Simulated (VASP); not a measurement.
A run of VASP 6.6.1:

Contents of INCAR:

```
SYSTEM = TlOs3
PREC     = Accurate       ! precision mode
ENCUT    = 520            ! plane-wave cutoff, eV
EDIFF    = 1E-7           ! SCF threshold, eV
ISMEAR   = 0              ! smearing method
SIGMA    = 0.1            ! smearing width, eV
LREAL    = .FALSE.        ! projectors in reciprocal space
LASPH    = .TRUE.         ! aspherical terms in the spheres
NELM     = 80             ! most SCF steps
ALGO     = Normal         ! electronic algorithm
ISIF     = 2              ! what is computed and relaxed
LWAVE    = .FALSE.        ! write WAVECAR
LCHARG   = .FALSE.        ! write CHGCAR
GGA      = PE             ! functional
NBANDS   = 26             ! bands
```

File KPOINTS:

```
regular mesh
0
G
  4 4 4
  0 0 0
```

The input POSCAR:

```
TlOs3
1.0
    4.0189552179      0.0000000000      0.0000000000
    0.0000000000      4.0189552179      0.0000000000
    0.0000000000      0.0000000000      4.0189552179
Tl Os
1 3
Direct
    0.0000000000      0.0000000000      0.0000000000
    0.0000000000      0.5000000000      0.5000000000
    0.5000000000      0.0000000000      0.5000000000
    0.5000000000      0.5000000000      0.0000000000
```

Potentials or basis: VASP PAW PBE potentials, release 64 (Tl_d, Os).

Launch:

```bash
$ cat potpaw_PBE.64/Tl_d/POTCAR potpaw_PBE.64/Os/POTCAR > POTCAR
$ mpirun -np 1 vasp_std > vasp.out
```

Hardware: 1 thread of AMD EPYC 7R13, on a shared host.

Q: Estimate the wall time of this run.

A: Wall time 16 s on 1 thread of AMD EPYC 7R13 (shared host), peak memory 0.14 GiB. Counts: scf iterations 13, k points 10.
